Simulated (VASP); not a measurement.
# GaN (F-43m) in VASP: settings compared, part 2 of 3

VASP 6.6.1. The steps go on from the part before.

## (4) Single point, r2SCAN+D3(BJ)

This run uses another cell than the first one, of 10.99 Å³/atom, 0.906 times its volume.

POSCAR reads:

```
GaN
1.0
    0.0000000000      2.2230441631      2.2230441631
    2.2230441631      0.0000000000      2.2230441631
    2.2230441631      2.2230441631      0.0000000000
Ga N
1 1
Direct
    0.0000000000      0.0000000000      0.0000000000
    0.2500000000      0.2500000000      0.2500000000
```

INCAR.step1 reads:

```
SYSTEM = GaN
PREC = Accurate
ENCUT = 520
ISMEAR = -1
SIGMA = 0.05
LREAL = .False.
LASPH = .True.
NELM = 80
NBANDS = 16
GGA = PE
ALGO = Normal
EDIFF = 1E-4
LWAVE = .True.
LCHARG = .False.
```

INCAR.step2 reads:

```
SYSTEM = GaN
PREC = Accurate
ENCUT = 520
EDIFF = 1E-6
ISMEAR = -1
SIGMA = 0.05
LREAL = .False.
LASPH = .True.
NELM = 80
ALGO = Normal
ISIF = 2
LWAVE = .False.
LCHARG = .True.
METAGGA = R2SCAN
LMIXTAU = .True.
IVDW = 12
VDW_S6 = 1.0
VDW_S8 = 0.78981345
VDW_A1 = 0.49484001
VDW_A2 = 5.73083694
LELF = .True.
LVHAR = .True.
NBANDS = 16
ISTART = 1
```

KPOINTS reads:

```
regular mesh
0
Gamma
  10 10 10
  0 0 0
```

Started as:

```console
> cat potpaw_PBE.64/Ga_d/POTCAR potpaw_PBE.64/N/POTCAR > POTCAR
> cp INCAR.step1 INCAR
> mpirun -np 1 vasp_std > vasp.out
> cp INCAR.step2 INCAR
> mpirun -np 1 vasp_std > vasp.out
```

It took 39 s on 1 thread of Intel Xeon 6975P-C, shared host; peak memory 0.16 GiB.

It converged, with:

```
Free energy                : -22.1222 eV
Pressure                   : 6.7 GPa
Band gap on the k mesh     : 2.39 eV, direct
Dispersion energy per atom : -0.125 eV
```

Levels at points of the mesh, in eV from the valence-band top:
```
           k point  band 6  band 7  band 8  band 9  band 10  band 11  band 12  band 13
(0.00, 0.00, 0.00)  -13.47    0.00    0.00    0.00     2.39    11.27    11.27    11.27
(0.50, 0.00, 0.00)  -12.34   -7.44   -1.05   -1.05     5.45     9.66    11.22    11.22
(0.50, 0.50, 0.00)  -11.96   -6.39   -2.93   -2.93     3.78     7.49    12.90    15.40
```

Caveat: the PAW data sets were made with another functional, which shifts forces and pressure a little.

## (5) Single point, r2SCAN+D3(BJ)

This run uses another cell than the first one, of 11.21 Å³/atom, 0.925 times its volume.

POSCAR reads:

```
GaN
1.0
    0.0000000000      2.2383759866      2.2383759866
    2.2383759866      0.0000000000      2.2383759866
    2.2383759866      2.2383759866      0.0000000000
Ga N
1 1
Direct
    0.0000000000      0.0000000000      0.0000000000
    0.2500000000      0.2500000000      0.2500000000
```

INCAR.step1 is that of step 4.

INCAR.step2 is that of step 4.

KPOINTS is that of step 4.

Potentials or basis: VASP PAW PBE potentials, release 64 (Ga_d, N).

Started as:

```console
> cat potpaw_PBE.64/Ga_d/POTCAR potpaw_PBE.64/N/POTCAR > POTCAR
> cp INCAR.step1 INCAR
> mpirun -np 1 vasp_std > vasp.out
> cp INCAR.step2 INCAR
> mpirun -np 1 vasp_std > vasp.out
```

OUTCAR:

```text
SYSTEM = GaN
   PREC = Accurate
   ENCUT = 520
   EDIFF = 1E-6
   ISMEAR = -1
   LREAL = .False.
   LASPH = .True.
   NELM = 80
   ISIF = 2
   METAGGA = R2SCAN
   IVDW = 12
   ISTART = 1
 IVDW          = 12

 ion  position               nearest neighbor table
   1  0.000  0.000  0.000-   2 1.94   2 1.94   2 1.94   2 1.94
   2  0.250  0.250  0.250-   1 1.94   1 1.94   1 1.94   1 1.94

  LATTYP: Found a face centered cubic cell.
 ALAT       =     4.4767519732

  Lattice vectors:

 A1 = (   0.0000000000,   2.2383759866,   2.2383759866)
 A2 = (   2.2383759866,   0.0000000000,   2.2383759866)
 A3 = (   2.2383759866,   2.2383759866,   0.0000000000)

Analysis of symmetry for initial positions (statically):
=====================================================================
 Subroutine PRICEL returns:
 Original cell was already a primitive cell.

 Routine SETGRP: Setting up the symmetry group for a
 face centered cubic supercell.

 Subroutine GETGRP returns: Found 24 space group operations
 (whereof 24 operations were pure point group operations)
 out of a pool of 48 trial point group operations.

The static configuration has the point symmetry T_d .

Analysis of symmetry for dynamics (positions and initial velocities):
=====================================================================
 Subroutine PRICEL returns:
 Original cell was already a primitive cell.

 Routine SETGRP: Setting up the symmetry group for a
 face centered cubic supercell.

 Subroutine GETGRP returns: Found 24 space group operations
 (whereof 24 operations were pure point group operations)
 out of a pool of 48 trial point group operations.

The dynamic configuration has the point symmetry T_d .

 Subroutine INISYM returns: Found 24 space group operations
 (whereof 24 operations are pure point group operations),
 and found     1 'primitive' translations

----------------------------------------------------------------------------------------

                                     Primitive cell

  volume of cell :      22.4300

  direct lattice vectors                    reciprocal lattice vectors
     0.000000000  2.238375987  2.238375987    -0.223376235  0.223376235  0.223376235
     2.238375987  0.000000000  2.238375987     0.223376235 -0.223376235  0.223376235
     2.238375987  2.238375987  0.000000000     0.223376235  0.223376235 -0.223376235

  length of vectors
     3.165541678  3.165541678  3.165541678     0.386898988  0.386898988  0.386898988

  position of ions in fractional coordinates (direct lattice)
     0.000000000  0.000000000  0.000000000
     0.250000000  0.250000000  0.250000000

  ion indices of the primitive-cell ions
   primitive index   ion index
                 1           1
                 2           2

----------------------------------------------------------------------------------------

 KPOINTS: regular mesh

Automatic generation of k-mesh.
 Grid dimensions read from file:
 generate k-points for:   10   10   10

 Generating k-lattice:

  Cartesian coordinates                     Fractional coordinates (reciprocal lattice)
    -0.022337623  0.022337623  0.022337623     0.100000000  0.000000000  0.000000000
     0.022337623 -0.022337623  0.022337623     0.000000000  0.100000000  0.000000000
     0.022337623  0.022337623 -0.022337623     0.000000000  0.000000000  0.100000000

  Length of vectors
     0.038689899  0.038689899  0.038689899

  Shift w.r.t. Gamma in fractional coordinates (k-lattice)
     0.000000000  0.000000000  0.000000000

 Subroutine IBZKPT returns following result:
 ===========================================

 Found     47 irreducible k-points:

 Following reciprocal coordinates:
            Coordinates               Weight
  0.000000  0.000000  0.000000      1.000000
  0.100000  0.000000  0.000000      8.000000
  0.200000  0.000000  0.000000      8.000000
  0.300000  0.000000  0.000000      8.000000
  0.400000  0.000000  0.000000      8.000000
  0.500000  0.000000  0.000000      4.000000
[... 16 lines left out ...]
  0.300000  0.300000  0.000000      6.000000
  0.400000  0.300000  0.000000     24.000000
 [... further k-points ...]
   k-points           NKPTS =     47   k-points in BZ     NKDIM =     47   number of bands    NBANDS=     16
   number of dos      NEDOS =    301   number of ions     NIONS =      2
   total plane-waves  NPLWV =  13824
   dimension x,y,z NGX =    24 NGY =   24 NGZ =   24
   dimension x,y,z NGXF=    48 NGYF=   48 NGZF=   48
   ions per type =               1   1
   NGX,Y,Z   is equivalent  to a cutoff of  12.60, 12.60, 12.60 a.u.
   NGXF,Y,Z  is equivalent  to a cutoff of  25.21, 25.21, 25.21 a.u.
 SYSTEM =  GaN
   PREC   = accura    normal or accurate (medium, high low for compatibility)
   ISTART =      1    job   : 0-new  1-cont  2-samecut
   ICHARG =      0    charge: 1-file 2-atom 10-const
   ISPIN  =      1    spin polarized calculation?
   LNONCOLLINEAR =      F non collinear calculations
   LSORBIT =      F    spin-orbit coupling
   LASPH  =      T    aspherical Exc in radial PAW
   ENCUT  =  520.0 eV  38.22 Ry    6.18 a.u.   5.89  5.89  5.89*2*pi/ulx,y,z
   NELM   =     80;   NELMIN=  2; NELMDL=  0     # of ELM steps
   EDIFF  = 0.1E-05   stopping-criterion for ELM
   LREAL  =      F    real-space projection
   EDIFFG = 0.1E-04   stopping-criterion for IOM
   NSW    =      0    number of steps for IOM
   IBRION =     -1    ionic relax: 0-MD 1-quasi-New 2-CG
   NFREE  =      0    steps in history (QN), initial steepest desc. (CG)
   ISIF   =      2    stress and relaxation
   ISYM   =      2    0-nonsym 1-usesym 2-fastsym
   POTIM  = 0.5000    time-step for ionic-motion
   TEBEG  =    0.0;   TEEND  =   0.0 temperature during run
   PSTRESS=    0.0 pullay stress
   NELECT =      18.0000    total number of electrons
   NUPDOWN=      -1.0000    fix difference up-down
   EMIN   =  10.00;   EMAX   =-10.00  energy-range for DOS
   EFERMI =   0.00;   METHOD = LEGACY
   ISMEAR =    -1;   SIGMA  =   0.05  broadening in eV -4-tet -1-fermi 0-gaus
   EFERMI_NEDOS =   21; number of points for ismear=-14 and -15
   IALGO  =     38    algorithm
   IMIX   =      4    mixing-type and parameters
     AMIX     =   0.40;   BMIX     =  1.00
     AMIX_MAG =   1.60;   BMIX_MAG =  1.00
  volume/ion in A,a.u.               =      11.21        75.68
  Fermi-wavevector in a.u.,A,eV,Ry     =   1.521327  2.874892 31.489820  2.314436
  Thomas-Fermi vector in A             =   2.630057
   LORBIT       =      0    0 simple, 1 ext, 2 COOP (PROOUT), +10 PAW based schemes
   METAGGA = R2SCAN    functional components
   LHFCALC =     F    Hartree Fock is set to
   AEXX    =    0.0000 exact exchange contribution
   IVDW    =    12    specifies the selected vdW correction
   LEPSILON=     F    determine dielectric tensor
   LRPA    =     F    only Hartree local field effects (RPA)
 non-spin polarized calculation
  energy-cutoff  :      520.00
  volume of cell :       22.43
 maximum number of plane-waves:       620
   NGX = 11   NGY = 11   NGZ = 11

 number of electron      18.0000015 magnetization

 Free energy of the ion-electron system (eV)
  ---------------------------------------------------
  ext. energy  EPLUGINS =         0.00000000
  ---------------------------------------------------
  free energy    TOTEN  =       -21.89103751 eV

  energy without entropy =      -21.89103751  energy(sigma->0) =      -21.89103751

 E-fermi :   6.2986     XC(G=0): -12.7544

 val. band max:        5.2384969668   @ k =   0.0000   0.0000   0.0000
 cond. band min:       7.4924150849   @ k =   0.0000   0.0000   0.0000
 fundamental gap:      2.2539181181
 Fermi energy:         6.2986496359

 k-point     1 :       0.0000    0.0000    0.0000
  band No.  band energies     occupation
      1     -11.6686      2.00000
      2      -8.6091      2.00000
      3      -8.6091      2.00000
      4      -8.6091      2.00000
      5      -8.2358      2.00000
      6      -8.2358      2.00000
[... 8 lines left out ...]
     15      25.1269      0.00000
     16      25.1270      0.00000
[... 419 lines left out ...]
 k-point    24 :       0.4000    0.3000    0.0000
  band No.  band energies     occupation
      1     -10.5597      2.00000
      2      -8.4504      2.00000
      3      -8.3593      2.00000
      4      -8.3562      2.00000
      5      -8.1705      2.00000
      6      -7.4302      2.00000
[... 8 lines left out ...]
     15      28.7709      0.00000
     16      28.9402      0.00000

 [... further k-points ...]

------------------------ aborting loop because EDIFF is reached ----------------------------------------

 Edisp (eV)   -0.24427

 E8    (eV) :    -0.0769

  FORCE on cell =-STRESS in cart. coord.  units (eV):
  Direction    XX          YY          ZZ          XY          YZ          ZX
  --------------------------------------------------------------------------------------
  -------------------------------------------------------------------------------------
  Total       0.30911     0.30911     0.30911     0.00000     0.00000     0.00000
  in kB      22.07986    22.07986    22.07986     0.00000     0.00000     0.00000
  external pressure =       22.08 kB  Pullay stress =        0.00 kB

 VOLUME and BASIS-vectors are now :
 -----------------------------------------------------------------------------
  energy-cutoff  :      520.00
  volume of cell :       22.43
      direct lattice vectors                 reciprocal lattice vectors
     0.000000000  2.238375987  2.238375987    -0.223376235  0.223376235  0.223376235
     2.238375987  0.000000000  2.238375987     0.223376235 -0.223376235  0.223376235
     2.238375987  2.238375987  0.000000000     0.223376235  0.223376235 -0.223376235

 POSITION                                       TOTAL-FORCE (eV/Angst)
 -----------------------------------------------------------------------------------
      0.00000      0.00000      0.00000        -0.000000     -0.000000     -0.000000
      1.11919      1.11919      1.11919         0.000000      0.000000      0.000000
 -----------------------------------------------------------------------------------
    total drift:                                0.000007      0.000007      0.000008

  FREE ENERGIE OF THE ION-ELECTRON SYSTEM (eV)
  ---------------------------------------------------
  free  energy   TOTEN  =       -22.1353118390 eV

  energy  without entropy=      -22.1353118390  energy(sigma->0) =      -22.13531184
```

It took 32 s on 1 thread of Intel Xeon 6975P-C, shared host; peak memory 0.17 GiB.

Results:

| Item | Value |
| --- | --- |
| Free energy | -22.1353 eV |
| Pressure | 2.2 GPa |
| Band gap on the k mesh | 2.25 eV, direct |
| Dispersion energy per atom | -0.122 eV |

Levels at points of the mesh, in eV from the valence-band top:
```tsv
k point	band 5	band 6	band 7	band 8	band 9	band 10	band 11	band 12	band 13	band 14
(0.00, 0.00, 0.00)	-13.47	-13.47	0.00	0.00	0.00	2.25	11.14	11.14	11.14	18.84
(0.50, 0.00, 0.00)	-13.43	-12.34	-7.29	-1.02	-1.02	5.31	9.55	11.11	11.11	16.69
(0.50, 0.50, 0.00)	-13.39	-11.97	-6.30	-2.86	-2.86	3.77	7.37	12.74	15.17	15.17
```

Caveat: the PAW data sets were made with another functional, which shifts forces and pressure a little. r2SCAN opens gaps a little over a GGA but as a rule still falls short of measured ones.

[end of part 2 of 3]
